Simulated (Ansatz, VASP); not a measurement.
## Two plane-wave programs on AlGaN2

```
CELL_PARAMETERS angstrom
3.14088 0.00000 0.00000
0.00000 3.14088 0.00000
0.00000 0.00000 4.55655
ATOMIC_POSITIONS crystal
Al 0.50000 0.50000 0.50000
Ga 0.00000 0.00000 0.00000
N 0.50000 0.00000 0.73826
N 0.00000 0.50000 0.26174
```

Change from the starting cell: strain +0.000 along x and y, +0.030 along z, atoms carried along.

Alike in both runs: task single point; functional LDA; k mesh 8 × 8 × 6; occupations gaussian, width 0.05 eV; no spin polarisation.

|  | VASP | Ansatz |
| --- | --- | --- |
| version | VASP 6.6.1 | Ansatz 0.2.0 |
| potentials or method | VASP PAW LDA potentials, release 64 (Al, Ga_d, N), cutoff 520 eV | scalar-relativistic, plane waves, PAW |
| valence electrons in the cell | 26 | 26 |

VASP gave:

| Property | Result |
| --- | --- |
| gap on the k mesh at the Fermi level (eV) | 2.60 |
| least direct gap on the mesh (eV) | 2.60 |
| pressure (GPa) | -9.4 |
| traceless stress, the component that is largest in VASP (GPa) | -2.93 |
| rms of the force components (eV/Å) | 0.086 |

Task: Estimate Ansatz's values.

Result: gap on the k mesh at the Fermi level (eV): 2.59; least direct gap on the mesh (eV): 2.59; pressure (GPa): -10.1; traceless stress, the component that is largest in VASP (GPa): -2.96; rms of the force components (eV/Å): 0.098.

LDA's correlation is that of Perdew and Zunger in VASP and of Perdew and Wang (1992) in Ansatz. Atom by atom the forces differ by 0.011 eV/Å (rms over components).
